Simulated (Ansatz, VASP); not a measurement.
Two plane-wave programs on Zn

The input INCAR:

```
SYSTEM = Zn
  ALGO = Normal
  EDIFF = 1E-7
  ENCUT = 520
  GGA = RP
  ISIF = 2
  ISMEAR = -1
  LASPH = .True.
  LCHARG = .False.
  LREAL = .False.
  LWAVE = .False.
  NBANDS = 19
  NELM = 60
  PREC = Accurate
  SIGMA = 0.1
```

The input KPOINTS:

```
k-points
0
Gamma
  17 17 8
  0 0 0
```

Contents of POSCAR:

```
Zn
1.0
   -2.0084099962      1.6827210802      1.3222278336
    1.6827210802     -2.0084099962      1.3222278336
    3.3562671174      3.3562671174     -1.9187276797
Zn
2
Direct
    0.9463240153      0.0536759847      1.0000000000
    0.8036759847      0.1963240153      0.5000000000
```

Input for Ansatz:

```yaml
crystal:
  lattice:
    - [-2.0084099962, 1.6827210802, 1.3222278336]
    - [1.6827210802, -2.0084099962, 1.3222278336]
    - [3.3562671174, 3.3562671174, -1.9187276797]
  atoms:
    - { symbol: Zn, position: [0.9463240153, 0.0536759847, 1.0] }
    - { symbol: Zn, position: [0.8036759847, 0.1963240153, 0.5] }
hamiltonian:
  xc: rpbe
  pseudopotentials:
    kind: paw
    azcp:
      Zn: "pseudopotentials/Zn.paw.azcp"
basis:
  ecutwfc: 420
  fft_grid_basis: typed
kpoints:
  mp_grid: { grid: [17, 17, 8], shift: [0, 0, 0] }
magnetization:
  spin_polarized: false
scf:
  occupations: { method: fermi_dirac, width: 0.1 }
  lower_state_search: "off"
output:
  stress: true
```

Alike in both runs: task single point; functional RPBE; k mesh 17 × 17 × 8; occupations fermi-dirac, width 0.1 eV; no spin polarisation.

|  | VASP | Ansatz |
| --- | --- | --- |
| version | VASP 6.6.1 | Ansatz 0.2.0 |
| potentials or method | VASP PAW PBE potentials, release 64 (Zn), cutoff 520 eV | plane waves (420 eV) with PAW, scalar-relativistic |
| valence electrons in the cell | 24 | 24 |

|  | VASP | Ansatz | Ansatz less VASP |
| --- | --- | --- | --- |
| pressure (GPa) | 3.1 | 2.8 | -0.32 |
| traceless stress, the component that is largest in VASP (GPa) | 1.08 | 1.02 | -0.062 |

VASP's potentials were made for PBE, not for RPBE.
